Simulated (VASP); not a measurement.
Here is a VASP 6.6.1 calculation.

Contents of INCAR:

```
SYSTEM = Te2Mo
ALGO     = Normal         ! electronic algorithm
EDIFF    = 1E-6           ! SCF threshold, eV
ENCUT    = 520            ! plane-wave cutoff, eV
GGA      = RE             ! functional
ISIF     = 2              ! what is computed and relaxed
ISMEAR   = -1             ! smearing method
LASPH    = .True.         ! aspherical terms in the spheres
LCHARG   = .False.        ! write CHGCAR
LREAL    = .False.        ! projectors in reciprocal space
LWAVE    = .False.        ! write WAVECAR
NBANDS   = 35             ! bands
NELM     = 60             ! most SCF steps
PREC     = Accurate       ! precision mode
SIGMA    = 0.05           ! smearing width, eV
```

File KPOINTS:

```
k-points
0
Gamma
  9 9 2
  0 0 0
```

File POSCAR:

```
Te2Mo
1.0
    3.4945872080      0.0000000000      0.0000000000
   -1.7472936040      3.0264012979      0.0000000000
    0.0000000000      0.0000000000     13.8798146239
Te Mo
4 2
Direct
    0.6666666667      0.3333333333      0.3790000000
    0.3333333333      0.6666666667      0.8790000000
    0.6666666667      0.3333333333      0.1210000000
    0.3333333333      0.6666666667      0.6210000000
    0.6666666667      0.3333333333      0.7500000000
    0.3333333333      0.6666666667      0.2500000000
```

Potentials or basis: VASP PAW PBE potentials, release 64 (Te, Mo_sv).

Command:

```bash
$ cat potpaw_PBE.64/Te/POTCAR potpaw_PBE.64/Mo_sv/POTCAR > POTCAR
$ mpirun -np 1 vasp_std > vasp.out
```

Problem. Estimate the pressure.

Solution. 6.6 GPa.

Problem. Estimate the band gap on the k mesh.

Solution. 0.78 eV, indirect (least direct gap 1.07 eV).

Problem. Predict the largest force.

Solution. 0.536 eV/Å.

Stress tensor (GPa, compression positive):
```
6.07 0.00 0.00
0.00 6.07 0.00
0.00 0.00 7.52
```

Caveat: the PAW data sets were made with another functional, which shifts forces and pressure a little; spin-orbit coupling is left out, which moves the levels of the heavy elements; this functional lacks dispersion, which binds the layers, so the pressure and a relaxed spacing across them are unreliable. Expect the measured gap to be larger: semilocal functionals such as revPBE lack the derivative discontinuity.
